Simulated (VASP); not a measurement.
# SnSe (P6_3mc) in VASP: relaxation of cell and atoms with r2SCAN

Aim: the relaxation of cell and atoms of SnSe with r2SCAN.

Everything below comes from runs of VASP 6.6.1. Logs are shortened: lines on timing, memory, paths and dates and some standing lists are left out, and cuts for length are marked.

## 1. The cell of the first run

Symmetry: P6_3mc, No. 186, hexagonal system. The conventional cell has a = 5.105 Å, b = 5.105 Å, c = 6.211 Å, α = 90.00°, β = 90.00°, γ = 120.00°. Within 3.8 Å of Sn (site symmetry 3m) lie 5 Se at 2.85 to 3.36 Å. Within 3.8 Å of Se (site symmetry 3m) lie 5 Sn at 2.85 to 3.36 Å.

## 2. Relaxation of cell and atoms, r2SCAN

POSCAR

```
SnSe
1.0
    5.1049254509      0.0000000000      0.0000000000
   -2.5524627255      4.4209951249      0.0000000000
    0.0000000000      0.0000000000      6.2109593727
Sn Se
2 2
Direct
    0.3333333333      0.6666666667     -0.0420226581
    0.6666666667      0.3333333333      0.4579773419
    0.3333333333      0.6666666667      0.4170226581
    0.6666666667      0.3333333333      0.9170226581
```

INCAR.step1

```
PREC     = Accurate       # precision mode
ENCUT    = 600            # plane-wave cutoff, eV
ISMEAR   = -1             # smearing method
SIGMA    = 0.02           # smearing width, eV
LREAL    = False          # projectors in reciprocal space
LASPH    = True           # aspherical terms in the spheres
NELM     = 80             # most SCF steps
GGA      = PE             # functional
ALGO     = Normal         # electronic algorithm
EDIFF    = 1E-4           # SCF threshold, eV
LWAVE    = True           # write WAVECAR
LCHARG   = False          # write CHGCAR
```

INCAR.step2

```
PREC     = Accurate       # precision mode
ENCUT    = 600            # plane-wave cutoff, eV
EDIFF    = 1E-6           # SCF threshold, eV
ISMEAR   = -1             # smearing method
SIGMA    = 0.02           # smearing width, eV
LREAL    = False          # projectors in reciprocal space
LASPH    = True           # aspherical terms in the spheres
NELM     = 80             # most SCF steps
ALGO     = Normal         # electronic algorithm
ISIF     = 3              # what is computed and relaxed
LWAVE    = False          # write WAVECAR
LCHARG   = False          # write CHGCAR
METAGGA  = R2SCAN         # meta-GGA
LMIXTAU  = True         
IBRION   = 2              # ionic algorithm
NSW      = 80             # ionic steps
EDIFFG   = -0.005         # ionic threshold
ISTART   = 1
```

KPOINTS

```
Automatic mesh
0
Gamma
  6 6 4
```

Potentials or basis: VASP PAW PBE potentials, release 64 (Sn_d, Se).

Run with:

```sh
cat potpaw_PBE.64/Sn_d/POTCAR potpaw_PBE.64/Se/POTCAR > POTCAR
cp INCAR.step1 INCAR
mpirun -np 1 vasp_std > vasp.out
cp INCAR.step2 INCAR
mpirun -np 1 vasp_std > vasp.out
```

OUTCAR:

```text
PREC = Accurate
   ENCUT = 600
   EDIFF = 1E-6
   ISMEAR = -1
   LREAL = False
   LASPH = True
   NELM = 80
   ISIF = 3
   METAGGA = R2SCAN
   IBRION = 2
   NSW = 80
   EDIFFG = -0.005
   ISTART = 1

 ion  position               nearest neighbor table
   1  0.333  0.667  0.958-   3 2.85   4 2.96   4 2.96   4 2.96
   2  0.667  0.333  0.458-   4 2.85   3 2.96   3 2.96   3 2.96
   3  0.333  0.667  0.417-   1 2.85   2 2.96   2 2.96   2 2.96
   4  0.667  0.333  0.917-   2 2.85   1 2.96   1 2.96   1 2.96

  LATTYP: Found a hexagonal cell.
 ALAT       =     5.1049254509
 C/A-ratio  =     1.2166601515

  Lattice vectors:

 A1 = (   5.1049254509,   0.0000000000,   0.0000000000)
 A2 = (  -2.5524627255,   4.4209951249,   0.0000000000)
 A3 = (   0.0000000000,   0.0000000000,   6.2109593727)

Analysis of symmetry for initial positions (statically):
=====================================================================
 Subroutine PRICEL returns:
 Original cell was already a primitive cell.

 Routine SETGRP: Setting up the symmetry group for a
 hexagonal supercell.

 Subroutine GETGRP returns: Found 12 space group operations
 (whereof  6 operations were pure point group operations)
 out of a pool of 24 trial point group operations.

The static configuration has the point symmetry C_3v.
 The point group associated with its full space group is C_6v.

Analysis of symmetry for dynamics (positions and initial velocities):
=====================================================================
 Subroutine PRICEL returns:
 Original cell was already a primitive cell.

 Routine SETGRP: Setting up the symmetry group for a
 hexagonal supercell.

 Subroutine GETGRP returns: Found 12 space group operations
 (whereof  6 operations were pure point group operations)
 out of a pool of 24 trial point group operations.

The dynamic configuration has the point symmetry C_3v.
 The point group associated with its full space group is C_6v.

 Subroutine INISYM returns: Found 12 space group operations
 (whereof  6 operations are pure point group operations),
 and found     1 'primitive' translations

----------------------------------------------------------------------------------------

                                     Primitive cell

  volume of cell :     140.1742

  direct lattice vectors                    reciprocal lattice vectors
     5.104925451  0.000000000  0.000000000     0.195889246  0.113096709  0.000000000
    -2.552462725  4.420995125  0.000000000     0.000000000  0.226193418  0.000000000
     0.000000000  0.000000000  6.210959373     0.000000000  0.000000000  0.161005722

  length of vectors
     5.104925451  5.104925451  6.210959373     0.226193418  0.226193418  0.161005722

  position of ions in fractional coordinates (direct lattice)
     0.333333333  0.666666667  0.957977342
     0.666666667  0.333333333  0.457977342
     0.333333333  0.666666667  0.417022658
     0.666666667  0.333333333  0.917022658

  ion indices of the primitive-cell ions
   primitive index   ion index
                 1           1
                 2           2
                 3           3
                 4           4

----------------------------------------------------------------------------------------

 KPOINTS: Automatic mesh

Automatic generation of k-mesh.
 Grid dimensions read from file:
 generate k-points for:    6    6    4

 Generating k-lattice:

  Cartesian coordinates                     Fractional coordinates (reciprocal lattice)
     0.032648208  0.018849452  0.000000000     0.166666667  0.000000000  0.000000000
     0.000000000  0.037698903  0.000000000     0.000000000  0.166666667  0.000000000
     0.000000000  0.000000000  0.040251431     0.000000000  0.000000000  0.250000000

  Length of vectors
     0.037698903  0.037698903  0.040251431

  Shift w.r.t. Gamma in fractional coordinates (k-lattice)
     0.000000000  0.000000000  0.000000000

 Subroutine IBZKPT returns following result:
 ===========================================

 Found     21 irreducible k-points:

 Following reciprocal coordinates:
            Coordinates               Weight
  0.000000  0.000000  0.000000      1.000000
  0.166667  0.000000  0.000000      6.000000
  0.333333  0.000000  0.000000      6.000000
  0.500000  0.000000  0.000000      3.000000
  0.166667  0.166667  0.000000      6.000000
  0.333333  0.166667  0.000000     12.000000
[... 13 lines left out ...]
  0.333333  0.166667  0.500000     12.000000
  0.333333  0.333333  0.500000      2.000000
   k-points           NKPTS =     21   k-points in BZ     NKDIM =     21   number of bands    NBANDS=     24
   number of dos      NEDOS =    301   number of ions     NIONS =      4
   total plane-waves  NPLWV =  88200
   dimension x,y,z NGX =    42 NGY =   42 NGZ =   50
   dimension x,y,z NGXF=    84 NGYF=   84 NGZF=  100
   ions per type =               2   2
   NGX,Y,Z   is equivalent  to a cutoff of  13.68, 13.68, 13.38 a.u.
   NGXF,Y,Z  is equivalent  to a cutoff of  27.36, 27.36, 26.77 a.u.
 SYSTEM =  unknown system
   PREC   = accura    normal or accurate (medium, high low for compatibility)
   ISTART =      1    job   : 0-new  1-cont  2-samecut
   ICHARG =      0    charge: 1-file 2-atom 10-const
   ISPIN  =      1    spin polarized calculation?
   LNONCOLLINEAR =      F non collinear calculations
   LSORBIT =      F    spin-orbit coupling
   LASPH  =      T    aspherical Exc in radial PAW
   ENCUT  =  600.0 eV  44.10 Ry    6.64 a.u.  10.20 10.20 12.40*2*pi/ulx,y,z
   NELM   =     80;   NELMIN=  2; NELMDL=  0     # of ELM steps
   EDIFF  = 0.1E-05   stopping-criterion for ELM
   LREAL  =      F    real-space projection
   EDIFFG = -.5E-02   stopping-criterion for IOM
   NSW    =     80    number of steps for IOM
   IBRION =      2    ionic relax: 0-MD 1-quasi-New 2-CG
   NFREE  =      1    steps in history (QN), initial steepest desc. (CG)
   ISIF   =      3    stress and relaxation
   ISYM   =      2    0-nonsym 1-usesym 2-fastsym
   POTIM  = 0.5000    time-step for ionic-motion
   TEBEG  =    0.0;   TEEND  =   0.0 temperature during run
   PSTRESS=    0.0 pullay stress
   NELECT =      40.0000    total number of electrons
   NUPDOWN=      -1.0000    fix difference up-down
   EMIN   =  10.00;   EMAX   =-10.00  energy-range for DOS
   EFERMI =   0.00;   METHOD = LEGACY
   ISMEAR =    -1;   SIGMA  =   0.02  broadening in eV -4-tet -1-fermi 0-gaus
   EFERMI_NEDOS =   21; number of points for ismear=-14 and -15
   IALGO  =     38    algorithm
   IMIX   =      4    mixing-type and parameters
     AMIX     =   0.40;   BMIX     =  1.00
     AMIX_MAG =   1.60;   BMIX_MAG =  1.00
  volume/ion in A,a.u.               =      35.04       236.49
  Fermi-wavevector in a.u.,A,eV,Ry     =   1.077802  2.036750 15.805291  1.161656
  Thomas-Fermi vector in A             =   2.213723
   LORBIT       =      0    0 simple, 1 ext, 2 COOP (PROOUT), +10 PAW based schemes
   METAGGA = R2SCAN    functional components
   LHFCALC =     F    Hartree Fock is set to
   AEXX    =    0.0000 exact exchange contribution
   IVDW    =     0    specifies the selected vdW correction
   LEPSILON=     F    determine dielectric tensor
   LRPA    =     F    only Hartree local field effects (RPA)
 conjugate gradient relaxation of ions
 non-spin polarized calculation
  energy-cutoff  :      600.00
  volume of cell :      140.17
 maximum number of plane-waves:      4704
 NGX is ok and might be reduce to    42
   NGX = 21   NGY = 21   NGZ = 25

--------------------------------------- Ionic step        1  -------------------------------------------

 number of electron      39.9999992 magnetization

 Free energy of the ion-electron system (eV)
  ---------------------------------------------------
  ext. energy  EPLUGINS =         0.00000000
  ---------------------------------------------------
  free energy    TOTEN  =       -79.20820066 eV

  energy without entropy =      -79.20820066  energy(sigma->0) =      -79.20820066

------------------------ aborting loop because EDIFF is reached ----------------------------------------

  FORCE on cell =-STRESS in cart. coord.  units (eV):
  Direction    XX          YY          ZZ          XY          YZ          ZX
  --------------------------------------------------------------------------------------
  -------------------------------------------------------------------------------------
  Total       -0.6267897     -0.6267897     -0.9560085      0.0000000     -0.0000000      0.0000000
  in kB       -7.1641440     -7.1641440    -10.9270825      0.0000000     -0.0000000      0.0000000
  external PRESSURE =      -8.4184569 kB  Pullay stress =       0.0000000 kB
[... 95 lines left out ...]
  FREE ENERGIE OF THE ION-ELECTRON SYSTEM (eV)
  ---------------------------------------------------
  free  energy   TOTEN  =       -79.2172402968 eV

  energy  without entropy=      -79.2172402968  energy(sigma->0) =      -79.21724030

[... ionic steps 4 to 7 ...]

--------------------------------------- Ionic step        8  -------------------------------------------

 number of electron      39.9999993 magnetization

------------------------ aborting loop because EDIFF is reached ----------------------------------------

  FORCE on cell =-STRESS in cart. coord.  units (eV):
  Direction    XX          YY          ZZ          XY          YZ          ZX
  --------------------------------------------------------------------------------------
  -------------------------------------------------------------------------------------
  Total       -0.0275241     -0.0275241      0.0614254      0.0000000      0.0000000      0.0000000
  in kB       -0.3203939     -0.3203939      0.7150225      0.0000000      0.0000000      0.0000000
  external PRESSURE =       0.0247449 kB  Pullay stress =       0.0000000 kB
[... 61 lines left out ...]
  energy  without entropy=      -79.2177955281  energy(sigma->0) =      -79.21779553

--------------------------------------- Ionic step       10  -------------------------------------------

 number of electron      39.9999994 magnetization

 Free energy of the ion-electron system (eV)
  ---------------------------------------------------
  ext. energy  EPLUGINS =         0.00000000
  ---------------------------------------------------
  free energy    TOTEN  =       -79.21779540 eV

  energy without entropy =      -79.21779540  energy(sigma->0) =      -79.21779540

 E-fermi :   4.0615     XC(G=0):  -8.8312

 val. band max:        3.6301747801   @ k =   0.3333   0.3333   0.5000
 cond. band min:       4.6299859651   @ k =   0.1667   0.0000   0.0000
 fundamental gap:      0.9998111850
 Fermi energy:         4.0615104434

 k-point     1 :       0.0000    0.0000    0.0000
  band No.  band energies     occupation
      1     -18.8536      2.00000
      2     -18.8472      2.00000
      3     -18.8471      2.00000
      4     -18.8471      2.00000
      5     -18.8471      2.00000
      6     -18.8285      2.00000
[... 587 lines left out ...]
  FREE ENERGIE OF THE ION-ELECTRON SYSTEM (eV)
  ---------------------------------------------------
  free  energy   TOTEN  =       -79.2177954031 eV

  energy  without entropy=      -79.2177954031  energy(sigma->0) =      -79.21779540

 reached required accuracy - stopping structural energy minimisation
```

Run time: 25 min. Hardware: 1 thread of AMD EPYC 9R45 (Zen 5), shared host; peak memory 0.34 GiB.

What came out:

| Item | Value |
| --- | --- |
| Free energy | -79.2178 eV |
| Relaxed volume | 34.44 Å³/atom |
| Relaxed cell | a = 5.076 Å, b = 5.076 Å, c = 6.172 Å, α = 90.00°, β = 90.00°, γ = 120.00° |
| Space group after relaxing (to 0.1 Å) | P6_3mc (No. 186) |
| Energy gained by relaxing | 2.4 meV/atom |
| Ionic steps | 10 |
| Pressure after relaxing | 0.0 GPa |
| Band gap on the k mesh | 1.00 eV (least direct gap 1.02 eV) |

The path:
| step | energy change (eV) | largest force (eV/Å) | pressure (GPa) | volume (Å³) |
| --- | --- | --- | --- | --- |
| 1 | 0.0000 | 0.0861 | -0.84 | 140.17 |
| 2 | -0.0085 | 0.0054 | 0.23 | 136.47 |
| 3 | -0.0090 | 0.0220 | 0.01 | 137.16 |
| 4 | -0.0090 | 0.0193 | 0.04 | 137.10 |
| 5 | -0.0091 | 0.0176 | 0.04 | 137.14 |
| 6 | -0.0093 | 0.0102 | 0.03 | 137.28 |
| 7 | -0.0095 | 0.0051 | 0.02 | 137.54 |
| 8 | -0.0096 | 0.0028 | 0.00 | 137.64 |
| 9 | -0.0096 | 0.0006 | -0.02 | 137.75 |
| 10 | -0.0096 | 0.0009 | -0.01 | 137.74 |

Final structure:
```
Sn Se
1.0
     5.07636    0.00000    0.00000
    -2.53818    4.39625    0.00000
     0.00000    0.00000    6.17206
Sn Se
2 2
Cartesian
  0.0000 2.9308 5.9282
  2.5382 1.4654 2.8421
  0.0000 2.9308 2.5584
  2.5382 1.4654 5.6445
```

Levels at points of the mesh, in eV from the valence-band top:
| k point | band 18 | band 19 | band 20 | band 21 | band 22 | band 23 |
| --- | --- | --- | --- | --- | --- | --- |
| (0.00, 0.00, 0.00) | -2.58 | -2.58 | -2.56 | 1.13 | 1.13 | 2.75 |
| (0.50, 0.00, 0.00) | -2.94 | -2.24 | -0.85 | 2.25 | 3.01 | 3.14 |
| (0.00, 0.00, 0.50) | -3.26 | -1.78 | -1.78 | 1.62 | 1.62 | 1.62 |
| (0.50, 0.00, 0.50) | -2.74 | -0.91 | -0.91 | 1.18 | 1.18 | 2.84 |

Caveat: the structure was generated, so it needn't be the stable form of SnSe; the PAW data sets were made with another functional, which shifts forces and pressure a little; spin-orbit coupling is left out, which moves the levels of the heavy elements.
